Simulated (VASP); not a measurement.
# V (P6_3/mmc) in VASP: notebook

V is run at these levels: PBE; tasks: single point.

Everything below comes from runs of VASP 6.6.1. Logs are shortened: lines on timing, memory, paths and dates and some standing lists are left out, and cuts for length are marked.

## 1. The cell of the first run

The structure is hexagonal, space group P6_3/mmc (No. 194). The conventional cell has a = 2.610 Å, b = 2.610 Å, c = 4.689 Å, α = 90.00°, β = 90.00°, γ = 120.00°. Within 3.4 Å of V (site symmetry -6m2) lie 12 V at 2.61 to 2.79 Å.

## 2. Single point, PBE

The input, INCAR:

```
ALGO     = Normal         # electronic algorithm
EDIFF    = 1E-6           # SCF threshold, eV
ENCUT    = 520            # plane-wave cutoff, eV
GGA      = PE             # functional
ISIF     = 2              # what is computed and relaxed
ISMEAR   = 0              # smearing method
LASPH    = True           # aspherical terms in the spheres
LCHARG   = False          # write CHGCAR
LREAL    = False          # projectors in reciprocal space
LWAVE    = False          # write WAVECAR
NBANDS   = 20             # bands
NELM     = 80             # most SCF steps
PREC     = Accurate       # precision mode
SIGMA    = 0.15           # smearing width, eV
```

The input, KPOINTS:

```
k-points
0
Gamma
  12 12 8
```

The input, POSCAR:

```
V
1.0
    2.6104537861      0.0000000000      0.0000000000
   -1.3052268930      2.2607192941      0.0000000000
    0.0000000000      0.0000000000      4.6889139310
V
2
Direct
    0.6666666667      0.3333333333      0.7500000000
    0.3333333333      0.6666666667      0.2500000000
```

Potentials or basis: VASP PAW PBE potentials, release 64 (V_sv).

On the command line:

```bash
cat potpaw_PBE.64/V_sv/POTCAR > POTCAR
mpirun -np 1 vasp_std > vasp.out
```

OUTCAR:

```text
EDIFF = 1E-6
   ENCUT = 520
   GGA = PE
   ISIF = 2
   ISMEAR = 0
   LASPH = True
   LREAL = False
   NELM = 80
   PREC = Accurate

 ion  position               nearest neighbor table
   1  0.667  0.333  0.750-   2 2.79   2 2.79   2 2.79   2 2.79   2 2.79   2 2.79
   2  0.333  0.667  0.250-   1 2.79   1 2.79   1 2.79   1 2.79   1 2.79   1 2.79

  LATTYP: Found a hexagonal cell.
 ALAT       =     2.6104537861
 C/A-ratio  =     1.7962064511

  Lattice vectors:

 A1 = (   2.6104537861,   0.0000000000,   0.0000000000)
 A2 = (  -1.3052268930,   2.2607192941,   0.0000000000)
 A3 = (   0.0000000000,   0.0000000000,   4.6889139310)

Analysis of symmetry for initial positions (statically):
=====================================================================
 Subroutine PRICEL returns:
 Original cell was already a primitive cell.

 Routine SETGRP: Setting up the symmetry group for a
 hexagonal supercell.

 Subroutine GETGRP returns: Found 24 space group operations
 (whereof 12 operations were pure point group operations)
 out of a pool of 24 trial point group operations.

The static configuration has the point symmetry D_3d.
 The point group associated with its full space group is D_6h.

Analysis of symmetry for dynamics (positions and initial velocities):
=====================================================================
 Subroutine PRICEL returns:
 Original cell was already a primitive cell.

 Routine SETGRP: Setting up the symmetry group for a
 hexagonal supercell.

 Subroutine GETGRP returns: Found 24 space group operations
 (whereof 12 operations were pure point group operations)
 out of a pool of 24 trial point group operations.

The dynamic configuration has the point symmetry D_3d.
 The point group associated with its full space group is D_6h.

 Subroutine INISYM returns: Found 24 space group operations
 (whereof 12 operations are pure point group operations),
 and found     1 'primitive' translations

----------------------------------------------------------------------------------------

                                     Primitive cell

  volume of cell :      27.6716

  direct lattice vectors                    reciprocal lattice vectors
     2.610453786  0.000000000  0.000000000     0.383075159  0.221168546  0.000000000
    -1.305226893  2.260719294  0.000000000     0.000000000  0.442337093  0.000000000
     0.000000000  0.000000000  4.688913931     0.000000000  0.000000000  0.213269003

  length of vectors
     2.610453786  2.610453786  4.688913931     0.442337093  0.442337093  0.213269003

  position of ions in fractional coordinates (direct lattice)
     0.666666667  0.333333333  0.750000000
     0.333333333  0.666666667  0.250000000

  ion indices of the primitive-cell ions
   primitive index   ion index
                 1           1
                 2           2

----------------------------------------------------------------------------------------

 KPOINTS: k-points

Automatic generation of k-mesh.
 Grid dimensions read from file:
 generate k-points for:   12   12    8

 Generating k-lattice:

  Cartesian coordinates                     Fractional coordinates (reciprocal lattice)
     0.031922930  0.018430712  0.000000000     0.083333333  0.000000000  0.000000000
     0.000000000  0.036861424  0.000000000     0.000000000  0.083333333  0.000000000
     0.000000000  0.000000000  0.026658625     0.000000000  0.000000000  0.125000000

  Length of vectors
     0.036861424  0.036861424  0.026658625

  Shift w.r.t. Gamma in fractional coordinates (k-lattice)
     0.000000000  0.000000000  0.000000000

 Subroutine IBZKPT returns following result:
 ===========================================

 Found     95 irreducible k-points:

 Following reciprocal coordinates:
            Coordinates               Weight
  0.000000  0.000000  0.000000      1.000000
  0.083333 -0.000000  0.000000      6.000000
  0.166667  0.000000  0.000000      6.000000
  0.250000  0.000000  0.000000      6.000000
  0.333333 -0.000000  0.000000      6.000000
  0.416667 -0.000000  0.000000      6.000000
[... 16 lines left out ...]
  0.250000  0.000000  0.125000     12.000000
  0.333333 -0.000000  0.125000     12.000000
 [... further k-points ...]
   k-points           NKPTS =     95   k-points in BZ     NKDIM =     95   number of bands    NBANDS=     20
   number of dos      NEDOS =    301   number of ions     NIONS =      2
   total plane-waves  NPLWV =  14400
   dimension x,y,z NGX =    20 NGY =   20 NGZ =   36
   dimension x,y,z NGXF=    40 NGYF=   40 NGZF=   72
   ions per type =               2
   NGX,Y,Z   is equivalent  to a cutoff of  12.74, 12.74, 12.76 a.u.
   NGXF,Y,Z  is equivalent  to a cutoff of  25.47, 25.47, 25.53 a.u.
 SYSTEM =  unknown system
   PREC   = accura    normal or accurate (medium, high low for compatibility)
   ISTART =      0    job   : 0-new  1-cont  2-samecut
   ICHARG =      2    charge: 1-file 2-atom 10-const
   ISPIN  =      1    spin polarized calculation?
   LNONCOLLINEAR =      F non collinear calculations
   LSORBIT =      F    spin-orbit coupling
   LASPH  =      T    aspherical Exc in radial PAW
   ENCUT  =  520.0 eV  38.22 Ry    6.18 a.u.   4.85  4.85  8.72*2*pi/ulx,y,z
   NELM   =     80;   NELMIN=  2; NELMDL= -5     # of ELM steps
   EDIFF  = 0.1E-05   stopping-criterion for ELM
   LREAL  =      F    real-space projection
   EDIFFG = 0.1E-04   stopping-criterion for IOM
   NSW    =      0    number of steps for IOM
   IBRION =     -1    ionic relax: 0-MD 1-quasi-New 2-CG
   NFREE  =      0    steps in history (QN), initial steepest desc. (CG)
   ISIF   =      2    stress and relaxation
   ISYM   =      2    0-nonsym 1-usesym 2-fastsym
   POTIM  = 0.5000    time-step for ionic-motion
   TEBEG  =    0.0;   TEEND  =   0.0 temperature during run
   PSTRESS=    0.0 pullay stress
   NELECT =      26.0000    total number of electrons
   NUPDOWN=      -1.0000    fix difference up-down
   EMIN   =  10.00;   EMAX   =-10.00  energy-range for DOS
   EFERMI =   0.00;   METHOD = LEGACY
   ISMEAR =     0;   SIGMA  =   0.15  broadening in eV -4-tet -1-fermi 0-gaus
   EFERMI_NEDOS =   21; number of points for ismear=-14 and -15
   IALGO  =     38    algorithm
   IMIX   =      4    mixing-type and parameters
     AMIX     =   0.40;   BMIX     =  1.00
     AMIX_MAG =   1.60;   BMIX_MAG =  1.00
  volume/ion in A,a.u.               =      13.84        93.37
  Fermi-wavevector in a.u.,A,eV,Ry     =   1.603446  3.030073 34.981106  2.571039
  Thomas-Fermi vector in A             =   2.700107
   LORBIT       =      0    0 simple, 1 ext, 2 COOP (PROOUT), +10 PAW based schemes
   GGA     = PE    functional components
   LHFCALC =     F    Hartree Fock is set to
   AEXX    =    0.0000 exact exchange contribution
   IVDW    =     0    specifies the selected vdW correction
   LEPSILON=     F    determine dielectric tensor
   LRPA    =     F    only Hartree local field effects (RPA)
 non-spin polarized calculation
 Gauss-broadening in eV      SIGMA  =   0.15
  energy-cutoff  :      520.00
  volume of cell :       27.67
 maximum number of plane-waves:       761
 NGX is ok and might be reduce to    20
   NGX =  9   NGY =  9   NGZ = 17

 number of electron      26.0000013 magnetization

 Free energy of the ion-electron system (eV)
  ---------------------------------------------------
  ext. energy  EPLUGINS =         0.00000000
  ---------------------------------------------------
  free energy    TOTEN  =       -17.50135727 eV

  energy without entropy =      -17.46413642  energy(sigma->0) =      -17.48274684

 E-fermi :   9.7381     XC(G=0): -12.7433

 val. band max:        9.7269150929   @ k =   0.3333   0.1667   0.5000
 cond. band min:       9.7402090425   @ k =   0.1667   0.0000   0.0000
 fundamental gap:      0.0132939496
 Fermi energy:         9.7380983602

 k-point     1 :       0.0000    0.0000    0.0000
  band No.  band energies     occupation
      1     -54.2943      2.00000
      2     -54.1817      2.00000
      3     -28.4011      2.00000
      4     -27.7464      2.00000
      5     -27.6359      2.00000
      6     -27.6359      2.00000
[... 12 lines left out ...]
     19      12.6075      0.00000
     20      12.6075      0.00000

 k-point     2 :       0.0833   -0.0000    0.0000
  band No.  band energies     occupation
      1     -54.2822      2.00000
      2     -54.1730      2.00000
      3     -28.3823      2.00000
      4     -27.7479      2.00000
      5     -27.6931      2.00000
      6     -27.6513      2.00000
[... 12 lines left out ...]
     19      12.6405      0.00000
     20      13.1574      0.00000

 k-point     3 :       0.1667    0.0000    0.0000
  band No.  band energies     occupation
      1     -54.2486      2.00000
      2     -54.1493      2.00000
      3     -28.3292      2.00000
      4     -27.8493      2.00000
      5     -27.7886      2.00000
      6     -27.7537      2.00000
[... 12 lines left out ...]
     19      12.6957      0.00000
     20      14.3313      0.00000

 k-point     4 :       0.2500    0.0000    0.0000
  band No.  band energies     occupation
      1     -54.2015      2.00000
      2     -54.1178      2.00000
      3     -28.2510      2.00000
      4     -28.0623      2.00000
      5     -27.9946      2.00000
      6     -27.7669      2.00000
[... 12 lines left out ...]
     19      12.7254      0.00000
     20      15.7449      0.00000

 k-point     5 :       0.3333   -0.0000    0.0000
  band No.  band energies     occupation
      1     -54.1523      2.00000
      2     -54.0878      2.00000
      3     -28.2738      2.00000
      4     -28.1946      2.00000
      5     -28.1620      2.00000
      6     -27.8000      2.00000
[... 12 lines left out ...]
     19      12.7267      0.00000
     20      17.2509      0.00000
[... 353 lines left out ...]
      6     -27.6488      2.00000
[... 12 lines left out ...]
     19      12.6164      0.00000
     20      13.0358      0.00000

 k-point    22 :       0.1667    0.0000    0.1250
  band No.  band energies     occupation
      1     -54.2449      2.00000
      2     -54.1531      2.00000
      3     -28.3101      2.00000
      4     -27.8466      2.00000
      5     -27.8149      2.00000
      6     -27.7502      2.00000
[... 12 lines left out ...]
     19      12.6587      0.00000
     20      13.9928      0.00000

 k-point    23 :       0.2500    0.0000    0.1250
  band No.  band energies     occupation
      1     -54.1984      2.00000
      2     -54.1210      2.00000
      3     -28.2433      2.00000
      4     -28.0524      2.00000
      5     -28.0030      2.00000
      6     -27.7765      2.00000
[... 12 lines left out ...]
     19      12.6792      0.00000
     20      15.0586      0.00000

 k-point    24 :       0.3333   -0.0000    0.1250
  band No.  band energies     occupation
      1     -54.1498      2.00000
      2     -54.0902      2.00000
      3     -28.2888      2.00000
      4     -28.2095      2.00000
      5     -28.1250      2.00000
      6     -27.7976      2.00000
[... 12 lines left out ...]
     19      12.7104      0.00000
     20      15.9648      0.00000

 [... further k-points ...]
[... 5 lines left out ...]
  --------------------------------------------------------------------------------------
  -------------------------------------------------------------------------------------
  Total        0.0167052      0.0167052      0.0623683      0.0000000     -0.0000000      0.0000000
  in kB        0.9672242      0.9672242      3.6111008      0.0000000     -0.0000000      0.0000000
  external PRESSURE =       1.8485164 kB  Pullay stress =       0.0000000 kB

 VOLUME and BASIS-vectors are now :
 -----------------------------------------------------------------------------
  energy-cutoff  :      520.00
  volume of cell :       27.67
      direct lattice vectors                 reciprocal lattice vectors
     2.610453786  0.000000000  0.000000000     0.383075159  0.221168546  0.000000000
    -1.305226893  2.260719294  0.000000000     0.000000000  0.442337093  0.000000000
     0.000000000  0.000000000  4.688913931     0.000000000  0.000000000  0.213269003

 POSITION                                       TOTAL-FORCE (eV/Angst)
 -----------------------------------------------------------------------------------
      1.30523      0.75357      3.51669         0.000000     -0.000000      0.000000
     -0.00000      1.50715      1.17223        -0.000000      0.000000      0.000000
 -----------------------------------------------------------------------------------
    total drift:                                0.000000     -0.000000      0.000000

  FREE ENERGIE OF THE ION-ELECTRON SYSTEM (eV)
  ---------------------------------------------------
  free  energy   TOTEN  =       -17.5013572694 eV

  energy  without entropy=      -17.4641364172  energy(sigma->0) =      -17.48274684
```

It took 27 s on 1 thread of Intel Xeon 6975P-C, shared host; peak memory 0.16 GiB.

Results:

- Free energy: -17.5014 eV
- Pressure: 0.2 GPa
- Band gap on the k mesh: zero (band 13 reaches 11.34 eV, above the bottom of band 14 at 9.14 eV)

## 3. Single point, PBE

The input, INCAR:

```
ALGO = Fast
EDIFF = 1E-6
ENCUT = 520
GGA = PE
ISIF = 2
ISMEAR = 1
LASPH = True
LCHARG = True
LELF = True
LREAL = False
LVHAR = True
LWAVE = False
NBANDS = 20
NELM = 60
PREC = Accurate
SIGMA = 0.15
```

KPOINTS is that of step 2.

POSCAR is that of step 2.

Potentials or basis: VASP PAW PBE potentials, release 64 (V_sv).

On the command line:

```bash
cat potpaw_PBE.64/V_sv/POTCAR > POTCAR
mpirun -np 1 vasp_std > vasp.out
```

It took 35 s on 1 thread of Intel Xeon 6975P-C, shared host; peak memory 0.16 GiB.

It converged, with:

```
Free energy            : -17.4827 eV
Pressure               : 0.1 GPa
Band gap on the k mesh : zero (band 13 reaches 11.34 eV, above the bottom of band 14 at 9.14 eV)
```

Stress tensor (GPa, compression positive):
```
-0.13  0.00  0.00
 0.00 -0.13  0.00
 0.00  0.00  0.47
```

Levels at points of the mesh, in eV from the Fermi level:
```tsv
k point	band 9	band 10	band 11	band 12	band 13	band 14	band 15	band 16	band 17	band 18
(0.00, 0.00, 0.00)	-6.87	-3.44	-0.54	-0.17	0.31	0.31	0.64	0.64	1.78	1.78
(0.50, 0.00, 0.00)	-2.95	-2.86	-2.71	-0.34	-0.24	0.31	0.56	2.97	3.46	3.58
(0.00, 0.00, 0.50)	-5.08	-5.08	-1.00	-1.00	0.34	0.34	0.34	0.34	2.48	2.48
(0.50, 0.00, 0.50)	-3.27	-3.27	-1.79	-1.79	1.59	1.59	1.62	1.62	3.53	3.53
```
